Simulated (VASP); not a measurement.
# Y in VASP: a series of runs

Y is run at these levels: PBEsol; tasks: single point.

Program: VASP 6.6.1. These are calculated values, not measurements. Logs are shortened: lines on timing, memory, paths and dates and some standing lists are left out, and cuts for length are marked.

### 1 The cell of the first run

It takes space group I4/mmm (No. 139, tetragonal). Conventional cell: a = 3.528 Å, b = 3.528 Å, c = 4.968 Å, α = 90.00°, β = 90.00°, γ = 90.00°. Within 4.6 Å of Y (site symmetry 4/mmm) lie 12 Y at 3.52 to 3.53 Å.

This isn't the form of Y at room conditions, which is hcp.

### 2 Single point, PBEsol

The input, INCAR:

```
PREC = Accurate ; ENCUT = 520
EDIFF = 1E-6 ; ISMEAR = 0
SIGMA = 0.1 ; LREAL = False
LASPH = True ; NELM = 80
ALGO = Normal ; ISIF = 2
LWAVE = False ; LCHARG = False
GGA = PS ; NBANDS = 12
```

The input, KPOINTS:

```
regular mesh
0
Gamma
  8 8 8
```

The input, POSCAR:

```
Y
1.0
   -1.7640942783      1.7640942783      2.4837570621
    1.7640942783     -1.7640942783      2.4837570621
    1.7640942783      1.7640942783     -2.4837570621
Y
1
Direct
    0.0000000000      0.0000000000      0.0000000000
```

Potentials or basis: VASP PAW PBE potentials, release 64 (Y_sv).

Started as:

```console
$ cat potpaw_PBE.64/Y_sv/POTCAR > POTCAR
$ mpirun -np 1 vasp_std > vasp.out
```

OUTCAR:

```text
PREC = Accurate
   ENCUT = 520
   EDIFF = 1E-6
   ISMEAR = 0
   LREAL = False
   LASPH = True
   NELM = 80
   ISIF = 2
   GGA = PS

 ion  position               nearest neighbor table
   1  0.000  0.000  0.000-

  LATTYP: Found a body centered tetragonal cell.
 ALAT       =     3.5281885566
 C/A-ratio  =     1.4079502965

  Lattice vectors:

 A1 = (  -1.7640942783,   1.7640942783,   2.4837570621)
 A2 = (   1.7640942783,  -1.7640942783,   2.4837570621)
 A3 = (   1.7640942783,   1.7640942783,  -2.4837570621)

Analysis of symmetry for initial positions (statically):
=====================================================================
 Subroutine PRICEL returns:
 Original cell was already a primitive cell.

 Routine SETGRP: Setting up the symmetry group for a
 body centered tetragonal supercell.

 Subroutine GETGRP returns: Found 16 space group operations
 (whereof 16 operations were pure point group operations)
 out of a pool of 16 trial point group operations.

The static configuration has the point symmetry D_4h.

Analysis of symmetry for dynamics (positions and initial velocities):
=====================================================================
 Subroutine PRICEL returns:
 Original cell was already a primitive cell.

 Routine SETGRP: Setting up the symmetry group for a
 body centered tetragonal supercell.

 Subroutine GETGRP returns: Found 16 space group operations
 (whereof 16 operations were pure point group operations)
 out of a pool of 16 trial point group operations.

The dynamic configuration has the point symmetry D_4h.

 Subroutine INISYM returns: Found 16 space group operations
 (whereof 16 operations are pure point group operations),
 and found     1 'primitive' translations

----------------------------------------------------------------------------------------

                                     Primitive cell

  volume of cell :      30.9181

  direct lattice vectors                    reciprocal lattice vectors
    -1.764094278  1.764094278  2.483757062     0.000000000  0.283431564  0.201307933
     1.764094278 -1.764094278  2.483757062     0.283431564  0.000000000  0.201307933
     1.764094278  1.764094278 -2.483757062     0.283431564  0.283431564  0.000000000

  length of vectors
     3.520384409  3.520384409  3.520384409     0.347646854  0.347646854  0.400832762

  position of ions in fractional coordinates (direct lattice)
     0.000000000  0.000000000  0.000000000

  ion indices of the primitive-cell ions
   primitive index   ion index
                 1           1

----------------------------------------------------------------------------------------

 KPOINTS: regular mesh

Automatic generation of k-mesh.
 Grid dimensions read from file:
 generate k-points for:    8    8    8

 Generating k-lattice:

  Cartesian coordinates                     Fractional coordinates (reciprocal lattice)
     0.000000000  0.035428945  0.025163492     0.125000000  0.000000000  0.000000000
     0.035428945  0.000000000  0.025163492     0.000000000  0.125000000  0.000000000
     0.035428945  0.035428945  0.000000000     0.000000000  0.000000000  0.125000000

  Length of vectors
     0.043455857  0.043455857  0.050104095

  Shift w.r.t. Gamma in fractional coordinates (k-lattice)
     0.000000000  0.000000000  0.000000000

 Subroutine IBZKPT returns following result:
 ===========================================

 Found     59 irreducible k-points:

 Following reciprocal coordinates:
            Coordinates               Weight
  0.000000  0.000000  0.000000      1.000000
  0.125000  0.000000  0.000000      8.000000
  0.250000  0.000000  0.000000      8.000000
  0.375000  0.000000  0.000000      8.000000
  0.500000  0.000000  0.000000      4.000000
  0.125000  0.125000  0.000000      8.000000
[... 16 lines left out ...]
  0.250000  0.125000  0.125000     16.000000
  0.375000  0.125000  0.125000      8.000000
 [... further k-points ...]
   k-points           NKPTS =     59   k-points in BZ     NKDIM =     59   number of bands    NBANDS=     12
   number of dos      NEDOS =    301   number of ions     NIONS =      1
   total plane-waves  NPLWV =  21952
   dimension x,y,z NGX =    28 NGY =   28 NGZ =   28
   dimension x,y,z NGXF=    56 NGYF=   56 NGZF=   56
   ions per type =               1
   NGX,Y,Z   is equivalent  to a cutoff of  13.22, 13.22, 13.22 a.u.
   NGXF,Y,Z  is equivalent  to a cutoff of  26.45, 26.45, 26.45 a.u.
 SYSTEM =  unknown system
   PREC   = accura    normal or accurate (medium, high low for compatibility)
   ISTART =      0    job   : 0-new  1-cont  2-samecut
   ICHARG =      2    charge: 1-file 2-atom 10-const
   ISPIN  =      1    spin polarized calculation?
   LNONCOLLINEAR =      F non collinear calculations
   LSORBIT =      F    spin-orbit coupling
   LASPH  =      T    aspherical Exc in radial PAW
   ENCUT  =  520.0 eV  38.22 Ry    6.18 a.u.   6.55  6.55  6.55*2*pi/ulx,y,z
   NELM   =     80;   NELMIN=  2; NELMDL= -5     # of ELM steps
   EDIFF  = 0.1E-05   stopping-criterion for ELM
   LREAL  =      F    real-space projection
   EDIFFG = 0.1E-04   stopping-criterion for IOM
   NSW    =      0    number of steps for IOM
   IBRION =     -1    ionic relax: 0-MD 1-quasi-New 2-CG
   NFREE  =      0    steps in history (QN), initial steepest desc. (CG)
   ISIF   =      2    stress and relaxation
   ISYM   =      2    0-nonsym 1-usesym 2-fastsym
   POTIM  = 0.5000    time-step for ionic-motion
   TEBEG  =    0.0;   TEEND  =   0.0 temperature during run
   PSTRESS=    0.0 pullay stress
   NELECT =      11.0000    total number of electrons
   NUPDOWN=      -1.0000    fix difference up-down
   EMIN   =  10.00;   EMAX   =-10.00  energy-range for DOS
   EFERMI =   0.00;   METHOD = LEGACY
   ISMEAR =     0;   SIGMA  =   0.10  broadening in eV -4-tet -1-fermi 0-gaus
   EFERMI_NEDOS =   21; number of points for ismear=-14 and -15
   IALGO  =     38    algorithm
   IMIX   =      4    mixing-type and parameters
     AMIX     =   0.40;   BMIX     =  1.00
     AMIX_MAG =   1.60;   BMIX_MAG =  1.00
  volume/ion in A,a.u.               =      30.92       208.65
  Fermi-wavevector in a.u.,A,eV,Ry     =   1.160027  2.192133 18.308857  1.345663
  Thomas-Fermi vector in A             =   2.296614
   LORBIT       =      0    0 simple, 1 ext, 2 COOP (PROOUT), +10 PAW based schemes
   GGA     = PS    functional components
   LHFCALC =     F    Hartree Fock is set to
   AEXX    =    0.0000 exact exchange contribution
   IVDW    =     0    specifies the selected vdW correction
   LEPSILON=     F    determine dielectric tensor
   LRPA    =     F    only Hartree local field effects (RPA)
 non-spin polarized calculation
 Gauss-broadening in eV      SIGMA  =   0.10
  energy-cutoff  :      520.00
  volume of cell :       30.92
 maximum number of plane-waves:       869
 NGX is ok and might be reduce to    28

 number of electron      10.9999999 magnetization

 Free energy of the ion-electron system (eV)
  ---------------------------------------------------
  ext. energy  EPLUGINS =         0.00000000
  ---------------------------------------------------
  free energy    TOTEN  =        -6.80967098 eV

  energy without entropy =       -6.80507905  energy(sigma->0) =       -6.80737502

 E-fermi :   3.2083     XC(G=0):  -9.7711

 val. band max:        3.0942819381   @ k =   0.3750   0.1250   0.1250
 cond. band min:       3.2695492013   @ k =  -0.2500  -0.3750   0.1250
 fundamental gap:      0.1752672631
 Fermi energy:         3.2083425629

 k-point     1 :       0.0000    0.0000    0.0000
  band No.  band energies     occupation
      1     -39.2442      2.00000
      2     -18.9179      2.00000
      3     -18.9179      2.00000
      4     -18.9170      2.00000
      5      -1.6174      2.00000
      6       5.0437      0.00000
      7       5.0437      0.00000
      8       5.0808      0.00000
      9       7.1700      0.00000
     10       7.2257      0.00000
     11      12.3569      0.00000
     12      15.7384      0.00000

 k-point     2 :       0.1250    0.0000    0.0000
  band No.  band energies     occupation
      1     -39.2322      2.00000
      2     -19.0227      2.00000
      3     -18.9313      2.00000
      4     -18.9301      2.00000
      5      -1.2124      2.00000
      6       4.6377      0.00000
      7       5.2156      0.00000
      8       5.2426      0.00000
      9       6.9940      0.00000
     10       7.0407      0.00000
     11      13.2020      0.00000
     12      14.4551      0.00000

 k-point     3 :       0.2500    0.0000    0.0000
  band No.  band energies     occupation
      1     -39.2032      2.00000
      2     -19.2679      2.00000
      3     -18.9634      2.00000
      4     -18.9607      2.00000
      5      -0.1824      2.00000
      6       3.9585      0.00000
      7       5.2990      0.00000
      8       5.3389      0.00000
      9       7.1591      0.00000
     10       7.1760      0.00000
     11      12.5685      0.00000
     12      15.0653      0.00000

 k-point     4 :       0.3750    0.0000    0.0000
  band No.  band energies     occupation
      1     -39.1740      2.00000
      2     -19.5024      2.00000
      3     -18.9952      2.00000
      4     -18.9910      2.00000
      5       0.8399      2.00000
      6       3.7868      0.00000
      7       5.0056      0.00000
      8       5.0501      0.00000
      9       8.1199      0.00000
     10       8.1295      0.00000
     11      11.6178      0.00000
     12      13.5244      0.00000

 k-point     5 :       0.5000    0.0000    0.0000
  band No.  band energies     occupation
      1     -39.1618      2.00000
      2     -19.5967      2.00000
      3     -19.0082      2.00000
      4     -19.0035      2.00000
      5       1.1694      2.00000
      6       4.0182      0.00000
      7       4.8534      0.00000
      8       4.8976      0.00000
      9       8.7509      0.00000
     10       8.7752      0.00000
     11      11.4785      0.00000
     12      12.1158      0.00000
[... 228 lines left out ...]
      1     -39.1354      2.00000
      2     -19.5519      2.00000
      3     -19.1593      2.00000
      4     -19.1540      2.00000
      5       1.3586      2.00000
      6       2.2552      2.00000
      7       5.5249      0.00000
      8       8.7768      0.00000
      9       9.1936      0.00000
     10       9.2346      0.00000
     11      11.3447      0.00000
     12      11.3826      0.00000

 k-point    22 :       0.1250    0.1250    0.1250
  band No.  band energies     occupation
      1     -39.1817      2.00000
      2     -19.3261      2.00000
      3     -19.0859      2.00000
      4     -19.0029      2.00000
      5       0.6646      2.00000
      6       3.4345      0.00138
      7       4.5717      0.00000
      8       6.2608      0.00000
      9       6.4155      0.00000
     10       8.4316      0.00000
     11      13.7087      0.00000
     12      15.7127      0.00000

 k-point    23 :       0.2500    0.1250    0.1250
  band No.  band energies     occupation
      1     -39.1583      2.00000
      2     -19.4502      2.00000
      3     -19.1613      2.00000
      4     -19.0408      2.00000
      5       1.7168      2.00000
      6       3.2733      0.35841
      7       3.9784      0.00000
      8       5.9554      0.00000
      9       7.5900      0.00000
     10       9.4387      0.00000
     11      11.9335      0.00000
     12      14.6419      0.00000

 k-point    24 :       0.3750    0.1250    0.1250
  band No.  band energies     occupation
      1     -39.1485      2.00000
      2     -19.5026      2.00000
      3     -19.1858      2.00000
      4     -19.0612      2.00000
      5       2.1662      2.00000
      6       3.0943      1.89327
      7       4.1141      0.00000
      8       5.7640      0.00000
      9       8.3378      0.00000
     10       9.8029      0.00000
     11      10.7030      0.00000
     12      14.3185      0.00000

 [... further k-points ...]
[... 5 lines left out ...]
  --------------------------------------------------------------------------------------
  -------------------------------------------------------------------------------------
  Total       -0.0728227     -0.0728227     -0.0388397      0.0000000      0.0000000      0.0000000
  in kB       -3.7736763     -3.7736763     -2.0126731      0.0000000      0.0000000      0.0000000
  external PRESSURE =      -3.1866752 kB  Pullay stress =       0.0000000 kB

 VOLUME and BASIS-vectors are now :
 -----------------------------------------------------------------------------
  energy-cutoff  :      520.00
  volume of cell :       30.92
      direct lattice vectors                 reciprocal lattice vectors
    -1.764094278  1.764094278  2.483757062     0.000000000  0.283431564  0.201307933
     1.764094278 -1.764094278  2.483757062     0.283431564  0.000000000  0.201307933
     1.764094278  1.764094278 -2.483757062     0.283431564  0.283431564  0.000000000

 POSITION                                       TOTAL-FORCE (eV/Angst)
 -----------------------------------------------------------------------------------
      0.00000      0.00000      0.00000         0.000000      0.000000      0.000000
 -----------------------------------------------------------------------------------
    total drift:                                0.000000     -0.000000     -0.000000

  FREE ENERGIE OF THE ION-ELECTRON SYSTEM (eV)
  ---------------------------------------------------
  free  energy   TOTEN  =        -6.8096709816 eV

  energy  without entropy=       -6.8050790491  energy(sigma->0) =       -6.80737502
```

Run time: 13 s. Hardware: 1 thread of Intel Xeon 6975P-C (Granite Rapids), shared host; peak memory 0.18 GiB.

What came out:

```
Free energy            : -6.8097 eV
Pressure               : -0.3 GPa
Band gap on the k mesh : zero (an odd number of electrons rules out a gap without spin polarisation)
```

Caveat: the PAW data sets were made with another functional, which shifts forces and pressure a little.

### 3 Single point, PBEsol

This run uses another cell than the first one: it holds 4 atoms, not 1.

The input, INCAR:

```
SYSTEM = Y
PREC     = Accurate       ! precision mode
ENCUT    = 520            ! plane-wave cutoff, eV
EDIFF    = 1E-7           ! SCF threshold, eV
ISMEAR   = 0              ! smearing method
SIGMA    = 0.1            ! smearing width, eV
LREAL    = .False.        ! projectors in reciprocal space
LASPH    = .True.         ! aspherical terms in the spheres
NELM     = 60             ! most SCF steps
ALGO     = Normal         ! electronic algorithm
ISIF     = 2              ! what is computed and relaxed
LWAVE    = .False.        ! write WAVECAR
LCHARG   = .False.        ! write CHGCAR
GGA      = PS             ! functional
NBANDS   = 30             ! bands
```

The input, KPOINTS:

```
Automatic mesh
0
Gamma
  4 4 2
  0 0 0
```

The input, POSCAR:

```
Y
1.0
    2.4365555141     -2.4418040909      0.0000000000
    2.4365555141      2.4418040909      0.0000000000
    0.0000000000      0.0000000000     10.4361060847
Y
4
Direct
    0.7499260889      0.2500739111      0.1250488361
    0.7500739111      0.2499260889      0.6250488361
    0.2500739111      0.7499260889      0.8749511639
    0.2499260889      0.7500739111      0.3749511639
```

Potentials or basis: VASP PAW PBE potentials, release 64 (Y_sv).

Started as:

```console
$ cat potpaw_PBE.64/Y_sv/POTCAR > POTCAR
$ mpirun -np 1 vasp_std > vasp.out
```

Run time: 46 s. Hardware: 1 thread of Intel Xeon 6975P-C (Granite Rapids), shared host; peak memory 0.26 GiB.

The run converged. Its results:

| Property | Result |
| --- | --- |
| Free energy | -27.2548 eV |
| Pressure | -0.1 GPa |
| Largest force | 0.003 eV/Å |
| Band gap on the k mesh | zero (bands 22 and 23 overlap by 1.06 eV) |

Forces on the atoms (eV/Å):
```
Y    0.000 -0.001 -0.003
Y    0.000  0.001 -0.003
Y    0.000  0.001  0.003
Y    0.000 -0.001  0.003
```

Stress tensor (GPa, compression positive):
```
-0.05  0.00  0.00
 0.00 -0.12  0.00
 0.00  0.00 -0.02
```

Levels at points of the mesh, in eV from the Fermi level:
```
           k point  band 19  band 20  band 21  band 22  band 23  band 24  band 25  band 26
(0.00, 0.00, 0.00)    -3.13    -1.94    -0.90     0.03     0.03     1.41     1.42     1.43
(0.50, 0.00, 0.00)    -1.50    -1.50     0.07     0.07     0.60     0.60     0.77     0.77
(0.50, 0.50, 0.00)    -1.03    -1.02    -0.97    -0.97     0.30     0.30     0.31     0.31
(0.00, 0.00, 0.50)    -2.09    -2.09    -0.66    -0.66     0.93     0.93     1.16     1.16
(0.50, 0.00, 0.50)    -1.83    -1.83     0.39     0.39     0.39     0.39     1.01     1.01
(0.50, 0.50, 0.50)    -1.48    -1.48    -0.68    -0.68    -0.67    -0.67     1.65     1.65
```

Caveat: the k points lie up to 0.46 Å⁻¹ apart, too coarse for converged energies and pressures of a metal; the PAW data sets were made with another functional, which shifts forces and pressure a little.

The gap in the log of VASP goes by the Fermi energy; the results here count the filled bands.